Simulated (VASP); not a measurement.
# ZnO (P6_3mc) in VASP: notebook

Aim: see how the results for ZnO move with the level of theory and the settings. Levels: PBEsol, PBE+D4, RPBE+D4, revPBE+D3(BJ). Tasks: relaxation of shape and atoms at fixed volume.

Everything below comes from runs of VASP 6.6.1. Logs are shortened: lines on timing, memory, paths and dates and some standing lists are left out, and cuts for length are marked.

### Step 1. The cell of the first run

It takes space group P6_3mc (No. 186, hexagonal). Conventional cell: a = 3.253 Å, b = 3.253 Å, c = 5.246 Å, α = 90.00°, β = 90.00°, γ = 120.00°. Within 2.6 Å of Zn (site symmetry 3m) lie 4 O at 1.98 to 1.99 Å. Within 2.6 Å of O (site symmetry 3m) lie 4 Zn at 1.98 to 1.99 Å.

### Step 2. Relaxation of shape and atoms at fixed volume, PBEsol (volume scaled by 1.02)

The input, INCAR:

```
ALGO = Normal
EDIFF = 1E-7
EDIFFG = -0.01
ENCUT = 600
GGA = PS
IBRION = 2
ISIF = 4
ISMEAR = 0
LASPH = T
LCHARG = F
LREAL = F
LWAVE = F
NELM = 80
NSW = 60
PREC = Accurate
SIGMA = 0.05
```

The input, KPOINTS:

```
k-points
0
Gamma
  8 8 6
```

The input, POSCAR:

```
ZnO
1.0
    3.2531509449      0.0000000000      0.0000000000
   -1.6265754725      2.8173113606      0.0000000000
    0.0000000000      0.0000000000      5.2456511876
Zn O
2 2
Direct
    0.3333333333      0.6666666667      0.0014489168
    0.6666666667      0.3333333333      0.5014489168
    0.3333333333      0.6666666667      0.3806510832
    0.6666666667      0.3333333333      0.8806510832
```

Potentials or basis: VASP PAW PBE potentials, release 64 (Zn, O).

On the command line:

```sh
$ cat potpaw_PBE.64/Zn/POTCAR potpaw_PBE.64/O/POTCAR > POTCAR
$ mpirun -np 1 vasp_std > vasp.out
```

OUTCAR:

```text
EDIFF = 1E-7
   EDIFFG = -0.01
   ENCUT = 600
   GGA = PS
   IBRION = 2
   ISIF = 4
   ISMEAR = 0
   LASPH = T
   LREAL = F
   NELM = 80
   NSW = 60
   PREC = Accurate

 ion  position               nearest neighbor table
   1  0.333  0.667  0.001-   4 1.98   4 1.98   4 1.98   3 1.99
   2  0.667  0.333  0.501-   3 1.98   3 1.98   3 1.98   4 1.99
   3  0.333  0.667  0.381-   2 1.98   2 1.98   2 1.98   1 1.99
   4  0.667  0.333  0.881-   1 1.98   1 1.98   1 1.98   2 1.99

  LATTYP: Found a hexagonal cell.
 ALAT       =     3.2531509449
 C/A-ratio  =     1.6124831821

  Lattice vectors:

 A1 = (   3.2531509449,   0.0000000000,   0.0000000000)
 A2 = (  -1.6265754725,   2.8173113606,   0.0000000000)
 A3 = (   0.0000000000,   0.0000000000,   5.2456511876)

Analysis of symmetry for initial positions (statically):
=====================================================================
 Subroutine PRICEL returns:
 Original cell was already a primitive cell.

 Routine SETGRP: Setting up the symmetry group for a
 hexagonal supercell.

 Subroutine GETGRP returns: Found 12 space group operations
 (whereof  6 operations were pure point group operations)
 out of a pool of 24 trial point group operations.

The static configuration has the point symmetry C_3v.
 The point group associated with its full space group is C_6v.

Analysis of symmetry for dynamics (positions and initial velocities):
=====================================================================
 Subroutine PRICEL returns:
 Original cell was already a primitive cell.

 Routine SETGRP: Setting up the symmetry group for a
 hexagonal supercell.

 Subroutine GETGRP returns: Found 12 space group operations
 (whereof  6 operations were pure point group operations)
 out of a pool of 24 trial point group operations.

The dynamic configuration has the point symmetry C_3v.
 The point group associated with its full space group is C_6v.

 Subroutine INISYM returns: Found 12 space group operations
 (whereof  6 operations are pure point group operations),
 and found     1 'primitive' translations

----------------------------------------------------------------------------------------

                                     Primitive cell

  volume of cell :      48.0771

  direct lattice vectors                    reciprocal lattice vectors
     3.253150945  0.000000000  0.000000000     0.307394282  0.177474172  0.000000000
    -1.626575472  2.817311361  0.000000000     0.000000000  0.354948343  0.000000000
     0.000000000  0.000000000  5.245651188     0.000000000  0.000000000  0.190634101

  length of vectors
     3.253150945  3.253150945  5.245651188     0.354948343  0.354948343  0.190634101

  position of ions in fractional coordinates (direct lattice)
     0.333333333  0.666666667  0.001448917
     0.666666667  0.333333333  0.501448917
     0.333333333  0.666666667  0.380651083
     0.666666667  0.333333333  0.880651083

  ion indices of the primitive-cell ions
   primitive index   ion index
                 1           1
                 2           2
                 3           3
                 4           4

----------------------------------------------------------------------------------------

 KPOINTS: k-points

Automatic generation of k-mesh.
 Grid dimensions read from file:
 generate k-points for:    8    8    6

 Generating k-lattice:

  Cartesian coordinates                     Fractional coordinates (reciprocal lattice)
     0.038424285  0.022184271  0.000000000     0.125000000 -0.000000000  0.000000000
     0.000000000  0.044368543  0.000000000     0.000000000  0.125000000  0.000000000
     0.000000000  0.000000000  0.031772350     0.000000000  0.000000000  0.166666667

  Length of vectors
     0.044368543  0.044368543  0.031772350

  Shift w.r.t. Gamma in fractional coordinates (k-lattice)
     0.000000000  0.000000000  0.000000000

 Subroutine IBZKPT returns following result:
 ===========================================

 Found     40 irreducible k-points:

 Following reciprocal coordinates:
            Coordinates               Weight
  0.000000  0.000000  0.000000      1.000000
  0.125000  0.000000  0.000000      6.000000
  0.250000  0.000000  0.000000      6.000000
  0.375000  0.000000  0.000000      6.000000
  0.500000  0.000000  0.000000      3.000000
  0.125000  0.125000  0.000000      6.000000
[... 16 lines left out ...]
  0.250000  0.000000  0.333333     12.000000
  0.375000  0.000000  0.333333     12.000000
 [... further k-points ...]
   k-points           NKPTS =     40   k-points in BZ     NKDIM =     40   number of bands    NBANDS=     22
   number of dos      NEDOS =    301   number of ions     NIONS =      4
   total plane-waves  NPLWV =  32928
   dimension x,y,z NGX =    28 NGY =   28 NGZ =   42
   dimension x,y,z NGXF=    56 NGYF=   56 NGZF=   84
   ions per type =               2   2
   NGX,Y,Z   is equivalent  to a cutoff of  14.31, 14.31, 13.31 a.u.
   NGXF,Y,Z  is equivalent  to a cutoff of  28.62, 28.62, 26.62 a.u.
 SYSTEM =  unknown system
   PREC   = accura    normal or accurate (medium, high low for compatibility)
   ISTART =      0    job   : 0-new  1-cont  2-samecut
   ICHARG =      2    charge: 1-file 2-atom 10-const
   ISPIN  =      1    spin polarized calculation?
   LNONCOLLINEAR =      F non collinear calculations
   LSORBIT =      F    spin-orbit coupling
   LASPH  =      T    aspherical Exc in radial PAW
   ENCUT  =  600.0 eV  44.10 Ry    6.64 a.u.   6.50  6.50 10.48*2*pi/ulx,y,z
   NELM   =     80;   NELMIN=  2; NELMDL= -5     # of ELM steps
   EDIFF  = 0.1E-06   stopping-criterion for ELM
   LREAL  =      F    real-space projection
   EDIFFG = -.1E-01   stopping-criterion for IOM
   NSW    =     60    number of steps for IOM
   IBRION =      2    ionic relax: 0-MD 1-quasi-New 2-CG
   NFREE  =      1    steps in history (QN), initial steepest desc. (CG)
   ISIF   =      4    stress and relaxation
   ISYM   =      2    0-nonsym 1-usesym 2-fastsym
   POTIM  = 0.5000    time-step for ionic-motion
   TEBEG  =    0.0;   TEEND  =   0.0 temperature during run
   PSTRESS=    0.0 pullay stress
   NELECT =      36.0000    total number of electrons
   NUPDOWN=      -1.0000    fix difference up-down
   EMIN   =  10.00;   EMAX   =-10.00  energy-range for DOS
   EFERMI =   0.00;   METHOD = LEGACY
   ISMEAR =     0;   SIGMA  =   0.05  broadening in eV -4-tet -1-fermi 0-gaus
   EFERMI_NEDOS =   21; number of points for ismear=-14 and -15
   IALGO  =     38    algorithm
   IMIX   =      4    mixing-type and parameters
     AMIX     =   0.40;   BMIX     =  1.00
     AMIX_MAG =   1.60;   BMIX_MAG =  1.00
  volume/ion in A,a.u.               =      12.02        81.11
  Fermi-wavevector in a.u.,A,eV,Ry     =   1.486607  2.809280 30.068881  2.210000
  Thomas-Fermi vector in A             =   2.599872
   LORBIT       =      0    0 simple, 1 ext, 2 COOP (PROOUT), +10 PAW based schemes
   GGA     = PS    functional components
   LHFCALC =     F    Hartree Fock is set to
   AEXX    =    0.0000 exact exchange contribution
   IVDW    =     0    specifies the selected vdW correction
   LEPSILON=     F    determine dielectric tensor
   LRPA    =     F    only Hartree local field effects (RPA)
 conjugate gradient relaxation of ions
 non-spin polarized calculation
 Gauss-broadening in eV      SIGMA  =   0.05
  energy-cutoff  :      600.00
  volume of cell :       48.08
 maximum number of plane-waves:      1641
 NGX is ok and might be reduce to    28
   NGX = 13   NGY = 13   NGZ = 21

 number of electron      36.0000008 magnetization

 Free energy of the ion-electron system (eV)
  ---------------------------------------------------
  ext. energy  EPLUGINS =         0.00000000
  ---------------------------------------------------
  free energy    TOTEN  =       -19.41183670 eV

  energy without entropy =      -19.41183670  energy(sigma->0) =      -19.41183670

 E-fermi :   1.1706     XC(G=0): -11.1320

 val. band max:        0.9605745858   @ k =   0.0000   0.0000   0.0000
 cond. band min:       1.6237689292   @ k =   0.0000   0.0000   0.0000
 fundamental gap:      0.6631943435
 Fermi energy:         1.1706403511

 k-point     1 :       0.0000    0.0000    0.0000
  band No.  band energies     occupation
      1     -17.0029      2.00000
      2     -16.2776      2.00000
      3      -4.7068      2.00000
      4      -4.7068      2.00000
      5      -4.6845      2.00000
      6      -4.6626      2.00000
[... 14 lines left out ...]
     21       9.0040      0.00000
     22      13.6836      0.00000

 k-point     2 :       0.1250    0.0000    0.0000
  band No.  band energies     occupation
      1     -16.9176      2.00000
      2     -16.2400      2.00000
      3      -4.8057      2.00000
      4      -4.6588      2.00000
      5      -4.6159      2.00000
      6      -4.5732      2.00000
[... 14 lines left out ...]
     21       8.9940      0.00000
     22      12.2708      0.00000

 k-point     3 :       0.2500    0.0000    0.0000
  band No.  band energies     occupation
      1     -16.6976      2.00000
      2     -16.1558      2.00000
      3      -4.9746      2.00000
      4      -4.6278      2.00000
      5      -4.5546      2.00000
      6      -4.4400      2.00000
[... 14 lines left out ...]
     21       8.9301      0.00000
     22      10.4300      0.00000

 k-point     4 :       0.3750    0.0000    0.0000
  band No.  band energies     occupation
      1     -16.4436      2.00000
      2     -16.0943      2.00000
      3      -5.0212      2.00000
      4      -4.6947      2.00000
      5      -4.4771      2.00000
      6      -4.2324      2.00000
[... 14 lines left out ...]
     21       8.4822      0.00000
     22       9.4355      0.00000

 k-point     5 :       0.5000    0.0000    0.0000
  band No.  band energies     occupation
      1     -16.3129      2.00000
      2     -16.0908      2.00000
      3      -4.9468      2.00000
      4      -4.7690      2.00000
      5      -4.4545      2.00000
      6      -4.0843      2.00000
[... 417 lines left out ...]
 k-point    22 :       0.1250    0.0000    0.3333
  band No.  band energies     occupation
      1     -16.7539      2.00000
      2     -16.4151      2.00000
      3      -4.9383      2.00000
      4      -4.9078      2.00000
      5      -4.6241      2.00000
      6      -4.6196      2.00000
[... 14 lines left out ...]
     21       9.8279      0.00000
     22      11.9994      0.00000

 k-point    23 :       0.2500    0.0000    0.3333
  band No.  band energies     occupation
      1     -16.5630      2.00000
      2     -16.2917      2.00000
      3      -5.0694      2.00000
      4      -4.9564      2.00000
      5      -4.4988      2.00000
      6      -4.4799      2.00000
[... 14 lines left out ...]
     21       9.7024      0.00000
     22      10.5720      0.00000

 k-point    24 :       0.3750    0.0000    0.3333
  band No.  band energies     occupation
      1     -16.3520      2.00000
      2     -16.1769      2.00000
      3      -5.1283      2.00000
      4      -5.0042      2.00000
      5      -4.3875      2.00000
      6      -4.2921      2.00000
[... 14 lines left out ...]
     21       9.3287      0.00000
     22       9.5447      0.00000

 [... further k-points ...]
[... 5 lines left out ...]
  --------------------------------------------------------------------------------------
  -------------------------------------------------------------------------------------
  Total       -0.6292194     -0.6292194     -0.5843149      0.0000000     -0.0000000      0.0000000
  in kB      -20.9688318    -20.9688318    -19.4723804      0.0000000     -0.0000000      0.0000000
  external PRESSURE =     -20.4700147 kB  Pullay stress =       0.0000000 kB

 VOLUME and BASIS-vectors are now :
 -----------------------------------------------------------------------------
  energy-cutoff  :      600.00
  volume of cell :       48.08
      direct lattice vectors                 reciprocal lattice vectors
     3.253150945  0.000000000  0.000000000     0.307394282  0.177474172  0.000000000
    -1.626575472  2.817311361  0.000000000     0.000000000  0.354948343  0.000000000
     0.000000000  0.000000000  5.245651188     0.000000000  0.000000000  0.190634101

 POSITION                                       TOTAL-FORCE (eV/Angst)
 -----------------------------------------------------------------------------------
     -0.00000      1.87821      0.00760        -0.000000      0.000000     -0.001134
      1.62658      0.93910      2.63043         0.000000     -0.000000     -0.001134
     -0.00000      1.87821      1.99676        -0.000000      0.000000      0.001134
      1.62658      0.93910      4.61959         0.000000     -0.000000      0.001134
 -----------------------------------------------------------------------------------
    total drift:                               -0.000000      0.000000     -0.001928

  FREE ENERGIE OF THE ION-ELECTRON SYSTEM (eV)
  ---------------------------------------------------
  free  energy   TOTEN  =       -19.4118367022 eV

  energy  without entropy=      -19.4118367022  energy(sigma->0) =      -19.41183670

 reached required accuracy - stopping structural energy minimisation
```

Wall time 55 s (1 thread of Intel Xeon 6975P-C, shared host); peak memory 0.2 GiB.

What came out:

- Free energy: -19.4118 eV
- Pressure after relaxing: -2.0 GPa
- Band gap on the k mesh: 0.66 eV, direct

Final structure:
```yaml
crystal:
  lattice:
    - [3.25315, 0.00000, 0.00000]
    - [-1.62658, 2.81731, 0.00000]
    - [0.00000, 0.00000, 5.24565]
  atoms:
    - { symbol: Zn, position: [0.33333, 0.66667, 0.00145] }
    - { symbol: Zn, position: [0.66667, 0.33333, 0.50145] }
    - { symbol: O, position: [0.33333, 0.66667, 0.38065] }
    - { symbol: O, position: [0.66667, 0.33333, 0.88065] }
```

Levels at points of the mesh, in eV from the valence-band top:
| k point | band 15 | band 16 | band 17 | band 18 | band 19 | band 20 | band 21 | band 22 |
| --- | --- | --- | --- | --- | --- | --- | --- | --- |
| (0.00, 0.00, 0.00) | -0.79 | -0.09 | 0.00 | 0.00 | 0.66 | 5.08 | 8.04 | 12.72 |
| (0.50, 0.00, 0.00) | -2.82 | -2.25 | -1.29 | -0.83 | 5.64 | 6.70 | 7.42 | 8.37 |
| (0.00, 0.00, 0.50) | -0.39 | -0.39 | -0.39 | -0.39 | 3.34 | 3.34 | 9.89 | 9.89 |
| (0.50, 0.00, 0.50) | -1.50 | -1.50 | -1.37 | -1.37 | 5.55 | 5.55 | 8.29 | 8.29 |

Caveat: the relaxation stopped at its first step, so nothing moved; the PAW data sets were made with another functional, which shifts forces and pressure a little.

[end of part 1 of 3]
